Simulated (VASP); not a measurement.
# KCl (Sylvite) (Fm-3m) in VASP: notebook

Runs on KCl (Sylvite). Level: PBEsol. Tasks: relaxation of cell and atoms.

All numbers are computed with VASP 6.6.1; they aren't measurements. Logs are shortened: lines on timing, memory, paths and dates and some standing lists are left out, and cuts for length are marked.

### Step 1. The cell of the first run

Symmetry: Fm-3m, No. 225, cubic system. Conventional cell: a = 6.243 Å, b = 6.243 Å, c = 6.243 Å, α = 90.00°, β = 90.00°, γ = 90.00°. K (site symmetry m-3m) has 6 Cl at 3.12 Å within 4.1 Å. Within 4.1 Å of Cl (site symmetry m-3m) lie 6 K at 3.12 Å.

### Step 2. Relaxation of cell and atoms, PBEsol, target pressure 5 GPa, at which the enthalpy is minimised

INCAR

```
SYSTEM = KCl
ALGO     = Normal         ! electronic algorithm
EDIFF    = 1E-7           ! SCF threshold, eV
EDIFFG   = -0.001         ! ionic threshold
ENCUT    = 500            ! plane-wave cutoff, eV
GGA      = PS             ! functional
GGA_COMPAT= .FALSE.      
IBRION   = 2              ! ionic algorithm
ISIF     = 3              ! what is computed and relaxed
ISMEAR   = 0              ! smearing method
LASPH    = .TRUE.         ! aspherical terms in the spheres
LCHARG   = .FALSE.        ! write CHGCAR
LREAL    = .FALSE.        ! projectors in reciprocal space
LWAVE    = .FALSE.        ! write WAVECAR
NELM     = 120            ! most SCF steps
NELMIN   = 4            
NSW      = 80             ! ionic steps
PREC     = Accurate       ! precision mode
PSTRESS  = 50.0         
SIGMA    = 0.01           ! smearing width, eV
```

KPOINTS

```
k-points
0
G
  6 6 6
  0 0 0
```

POSCAR

```
KCl
1.0
    0.0000000000      3.1215874723      3.1215874723
    3.1215874723      0.0000000000      3.1215874723
    3.1215874723      3.1215874723      0.0000000000
K Cl
1 1
Direct
    0.0000000000      0.0000000000      0.0000000000
    0.5000000000      0.5000000000      0.5000000000
```

Potentials or basis: VASP PAW PBE potentials, release 64 (K_sv, Cl).

The run is started by

```
cat potpaw_PBE.64/K_sv/POTCAR potpaw_PBE.64/Cl/POTCAR > POTCAR
mpirun -np 1 vasp_std > vasp.out
```

OUTCAR:

```text
SYSTEM = KCl
   EDIFF = 1E-7
   EDIFFG = -0.001
   ENCUT = 500
   GGA = PS
   IBRION = 2
   ISIF = 3
   ISMEAR = 0
   LASPH = .TRUE.
   LREAL = .FALSE.
   NELM = 120
   NELMIN = 4
   NSW = 80
   PREC = Accurate
   PSTRESS = 50.0

 ion  position               nearest neighbor table
   1  0.000  0.000  0.000-   2 3.12   2 3.12   2 3.12   2 3.12   2 3.12   2 3.12
   2  0.500  0.500  0.500-   1 3.12   1 3.12   1 3.12   1 3.12   1 3.12   1 3.12

  LATTYP: Found a face centered cubic cell.
 ALAT       =     6.2431749446

  Lattice vectors:

 A1 = (   0.0000000000,   3.1215874723,   3.1215874723)
 A2 = (   3.1215874723,   0.0000000000,   3.1215874723)
 A3 = (   3.1215874723,   3.1215874723,   0.0000000000)

Analysis of symmetry for initial positions (statically):
=====================================================================
 Subroutine PRICEL returns:
 Original cell was already a primitive cell.

 Routine SETGRP: Setting up the symmetry group for a
 face centered cubic supercell.

 Subroutine GETGRP returns: Found 48 space group operations
 (whereof 48 operations were pure point group operations)
 out of a pool of 48 trial point group operations.

The static configuration has the point symmetry O_h .

Analysis of symmetry for dynamics (positions and initial velocities):
=====================================================================
 Subroutine PRICEL returns:
 Original cell was already a primitive cell.

 Routine SETGRP: Setting up the symmetry group for a
 face centered cubic supercell.

 Subroutine GETGRP returns: Found 48 space group operations
 (whereof 48 operations were pure point group operations)
 out of a pool of 48 trial point group operations.

The dynamic configuration has the point symmetry O_h .

 Subroutine INISYM returns: Found 48 space group operations
 (whereof 48 operations are pure point group operations),
 and found     1 'primitive' translations

----------------------------------------------------------------------------------------

                                     Primitive cell

  volume of cell :      60.8354

  direct lattice vectors                    reciprocal lattice vectors
     0.000000000  3.121587472  3.121587472    -0.160174912  0.160174912  0.160174912
     3.121587472  0.000000000  3.121587472     0.160174912 -0.160174912  0.160174912
     3.121587472  3.121587472  0.000000000     0.160174912  0.160174912 -0.160174912

  length of vectors
     4.414591339  4.414591339  4.414591339     0.277431086  0.277431086  0.277431086

  position of ions in fractional coordinates (direct lattice)
     0.000000000  0.000000000  0.000000000
     0.500000000  0.500000000  0.500000000

  ion indices of the primitive-cell ions
   primitive index   ion index
                 1           1
                 2           2

----------------------------------------------------------------------------------------

 KPOINTS: k-points

Automatic generation of k-mesh.
 Grid dimensions read from file:
 generate k-points for:    6    6    6

 Generating k-lattice:

  Cartesian coordinates                     Fractional coordinates (reciprocal lattice)
    -0.026695819  0.026695819  0.026695819     0.166666667  0.000000000  0.000000000
     0.026695819 -0.026695819  0.026695819     0.000000000  0.166666667  0.000000000
     0.026695819  0.026695819 -0.026695819     0.000000000  0.000000000  0.166666667

  Length of vectors
     0.046238514  0.046238514  0.046238514

  Shift w.r.t. Gamma in fractional coordinates (k-lattice)
     0.000000000  0.000000000  0.000000000

 Subroutine IBZKPT returns following result:
 ===========================================

 Found     16 irreducible k-points:

 Following reciprocal coordinates:
            Coordinates               Weight
  0.000000  0.000000  0.000000      1.000000
  0.166667  0.000000  0.000000      8.000000
  0.333333  0.000000  0.000000      8.000000
  0.500000  0.000000  0.000000      4.000000
  0.166667  0.166667  0.000000      6.000000
  0.333333  0.166667  0.000000     24.000000
[... 8 lines left out ...]
 -0.333333  0.333333  0.166667     24.000000
 -0.333333  0.500000  0.166667     12.000000
   k-points           NKPTS =     16   k-points in BZ     NKDIM =     16   number of bands    NBANDS=     12
   number of dos      NEDOS =    301   number of ions     NIONS =      2
   total plane-waves  NPLWV =  32768
   dimension x,y,z NGX =    32 NGY =   32 NGZ =   32
   dimension x,y,z NGXF=    64 NGYF=   64 NGZF=   64
   ions per type =               1   1
   NGX,Y,Z   is equivalent  to a cutoff of  12.05, 12.05, 12.05 a.u.
   NGXF,Y,Z  is equivalent  to a cutoff of  24.10, 24.10, 24.10 a.u.
 SYSTEM =  KCl
   PREC   = accura    normal or accurate (medium, high low for compatibility)
   ISTART =      0    job   : 0-new  1-cont  2-samecut
   ICHARG =      2    charge: 1-file 2-atom 10-const
   ISPIN  =      1    spin polarized calculation?
   LNONCOLLINEAR =      F non collinear calculations
   LSORBIT =      F    spin-orbit coupling
   LASPH  =      T    aspherical Exc in radial PAW
   ENCUT  =  500.0 eV  36.75 Ry    6.06 a.u.   8.05  8.05  8.05*2*pi/ulx,y,z
   NELM   =    120;   NELMIN=  4; NELMDL= -5     # of ELM steps
   EDIFF  = 0.1E-06   stopping-criterion for ELM
   LREAL  =      F    real-space projection
   EDIFFG = -.1E-02   stopping-criterion for IOM
   NSW    =     80    number of steps for IOM
   IBRION =      2    ionic relax: 0-MD 1-quasi-New 2-CG
   NFREE  =      1    steps in history (QN), initial steepest desc. (CG)
   ISIF   =      3    stress and relaxation
   ISYM   =      2    0-nonsym 1-usesym 2-fastsym
   POTIM  = 0.5000    time-step for ionic-motion
   TEBEG  =    0.0;   TEEND  =   0.0 temperature during run
   PSTRESS=   50.0 pullay stress
   NELECT =      16.0000    total number of electrons
   NUPDOWN=      -1.0000    fix difference up-down
   EMIN   =  10.00;   EMAX   =-10.00  energy-range for DOS
   EFERMI =   0.00;   METHOD = LEGACY
   ISMEAR =     0;   SIGMA  =   0.01  broadening in eV -4-tet -1-fermi 0-gaus
   EFERMI_NEDOS =   21; number of points for ismear=-14 and -15
   IALGO  =     38    algorithm
   IMIX   =      4    mixing-type and parameters
     AMIX     =   0.40;   BMIX     =  1.00
     AMIX_MAG =   1.60;   BMIX_MAG =  1.00
  volume/ion in A,a.u.               =      30.42       205.27
  Fermi-wavevector in a.u.,A,eV,Ry     =   1.048888  1.982112 14.968681  1.100167
  Thomas-Fermi vector in A             =   2.183829
   LORBIT       =      0    0 simple, 1 ext, 2 COOP (PROOUT), +10 PAW based schemes
   GGA     = PS    functional components
   LHFCALC =     F    Hartree Fock is set to
   AEXX    =    0.0000 exact exchange contribution
   IVDW    =     0    specifies the selected vdW correction
   LEPSILON=     F    determine dielectric tensor
   LRPA    =     F    only Hartree local field effects (RPA)
 conjugate gradient relaxation of ions
 non-spin polarized calculation
 Gauss-broadening in eV      SIGMA  =   0.01
  energy-cutoff  :      500.00
  volume of cell :       60.84
 maximum number of plane-waves:      1572
   NGX = 17   NGY = 17   NGZ = 17

--------------------------------------- Ionic step        1  -------------------------------------------

 number of electron      15.9999999 magnetization

 Free energy of the ion-electron system (eV)
  ---------------------------------------------------
  ext. energy  EPLUGINS =         0.00000000
  ---------------------------------------------------
  free energy    TOTEN  =        -7.02308553 eV

  energy without entropy =       -7.02308553  energy(sigma->0) =       -7.02308553

------------------------ aborting loop because EDIFF is reached ----------------------------------------

  FORCE on cell =-STRESS in cart. coord.  units (eV):
  Direction    XX          YY          ZZ          XY          YZ          ZX
  --------------------------------------------------------------------------------------
  -------------------------------------------------------------------------------------
  Total        0.0166979      0.0166979      0.0166979      0.0000000      0.0000000     -0.0000000
  in kB        0.4397607      0.4397607      0.4397607      0.0000000      0.0000000     -0.0000000
  external PRESSURE =     -49.5602393 kB  Pullay stress =      50.0000000 kB

 VOLUME and BASIS-vectors are now :
 -----------------------------------------------------------------------------
  energy-cutoff  :      500.00
  volume of cell :       60.84
      direct lattice vectors                 reciprocal lattice vectors
     0.000000000  3.121587472  3.121587472    -0.160174912  0.160174912  0.160174912
     3.121587472  0.000000000  3.121587472     0.160174912 -0.160174912  0.160174912
     3.121587472  3.121587472  0.000000000     0.160174912  0.160174912 -0.160174912
[... 122 lines left out ...]
  FREE ENERGIE OF THE ION-ELECTRON SYSTEM (eV)
  ---------------------------------------------------
  free  energy   TOTEN  =        -6.8934559409 eV

  energy  without entropy=       -6.8934559409  energy(sigma->0) =       -6.89345594

  enthalpy is  TOTEN    =        -5.2955975402 eV   P V=        1.5978584007

--------------------------------------- Ionic step        5  -------------------------------------------

 number of electron      16.0000000 magnetization

 Free energy of the ion-electron system (eV)
  ---------------------------------------------------
  ext. energy  EPLUGINS =         0.00000000
  ---------------------------------------------------
  free energy    TOTEN  =        -6.89583225 eV

  energy without entropy =       -6.89583225  energy(sigma->0) =       -6.89583225

 E-fermi :  -0.9646     XC(G=0):  -8.5928

 val. band max:       -1.0085216208   @ k =   0.0000   0.0000   0.0000
 cond. band min:       4.7122794639   @ k =   0.0000   0.0000   0.0000
 fundamental gap:      5.7208010847
 Fermi energy:        -0.9646104443

 k-point     1 :       0.0000    0.0000    0.0000
  band No.  band energies     occupation
      1     -27.6437      2.00000
      2     -13.3683      2.00000
      3     -11.1717      2.00000
      4     -11.1717      2.00000
      5     -11.1717      2.00000
      6      -1.0085      2.00000
      7      -1.0085      2.00000
      8      -1.0085      2.00000
      9       4.7123      0.00000
     10       7.2768      0.00000
     11       7.2768      0.00000
     12       7.2768      0.00000

 k-point     2 :       0.1667    0.0000    0.0000
  band No.  band energies     occupation
      1     -27.6361      2.00000
      2     -13.4533      2.00000
      3     -11.1754      2.00000
      4     -11.1754      2.00000
      5     -11.0643      2.00000
      6      -1.4587      2.00000
      7      -1.1539      2.00000
      8      -1.1539      2.00000
      9       5.4703      0.00000
     10       7.1380      0.00000
     11       7.6995      0.00000
     12       7.6995      0.00000
[... 230 lines left out ...]
 POSITION                                       TOTAL-FORCE (eV/Angst)
 -----------------------------------------------------------------------------------
      0.00000      2.94870      2.94870        -0.000000     -0.000000      0.000000
      2.94870      2.94870      2.94870         0.000000      0.000000     -0.000000
 -----------------------------------------------------------------------------------
    total drift:                               -0.000000     -0.000000     -0.000000

  FREE ENERGIE OF THE ION-ELECTRON SYSTEM (eV)
  ---------------------------------------------------
  free  energy   TOTEN  =        -6.8958322541 eV

  energy  without entropy=       -6.8958322541  energy(sigma->0) =       -6.89583225

  enthalpy is  TOTEN    =        -5.2956117371 eV   P V=        1.6002205170

 reached required accuracy - stopping structural energy minimisation
```

Wall time 19 s (1 thread of Intel Xeon 6975P-C (Granite Rapids), shared host); peak memory 0.19 GiB.

What came out:

* Free energy: -6.8958 eV
* Relaxed volume: 25.64 Å³/atom
* Relaxed cell: a = 4.170 Å, b = 4.170 Å, c = 4.170 Å, α = 60.00°, β = 60.00°, γ = 60.00°
* Space group after relaxing (to 0.05 Å): Fm-3m (No. 225)
* Energy change on relaxing (the enthalpy is what falls): +63.6 meV/atom
* Ionic steps: 5
* Pressure after relaxing: 5.0 GPa
* Band gap on the k mesh: 5.72 eV, direct

Step by step:
```tsv
step	energy change (eV)	largest force (eV/Å)	pressure (GPa)	volume (Å³)
1	0.0000	0.0000	0.04	60.84
2	0.0824	0.0000	3.78	52.92
3	0.1241	0.0000	4.92	51.38
4	0.1296	0.0000	5.06	51.20
5	0.1273	0.0000	5.00	51.28
```

Final structure:
```
K Cl
1.0
     0.00000    2.94870    2.94870
     2.94870    0.00000    2.94870
     2.94870    2.94870    0.00000
K Cl
1 1
Direct
  0.00000 0.00000 0.00000
  0.50000 0.50000 0.50000
```

Levels at points of the mesh, in eV from the valence-band top:
| k point | band 5 | band 6 | band 7 | band 8 | band 9 | band 10 | band 11 | band 12 |
| --- | --- | --- | --- | --- | --- | --- | --- | --- |
| (0.00, 0.00, 0.00) | -10.16 | 0.00 | 0.00 | 0.00 | 5.72 | 8.29 | 8.29 | 8.29 |
| (0.50, 0.00, 0.00) | -9.76 | -1.49 | -0.54 | -0.54 | 7.94 | 9.20 | 11.07 | 11.07 |
| (0.50, 0.50, 0.00) | -10.29 | -0.79 | -0.26 | -0.26 | 6.10 | 9.13 | 10.50 | 11.08 |

Caveat: the cell is relaxed towards a set pressure, so the enthalpy falls and the energy may rise; the volume moved by over 15 % at a fixed basis, so the end points are rough; the PAW data sets were made with another functional, which shifts forces and pressure a little. A k mesh can miss the band edges.

(Part 1 of 2 ends here.)
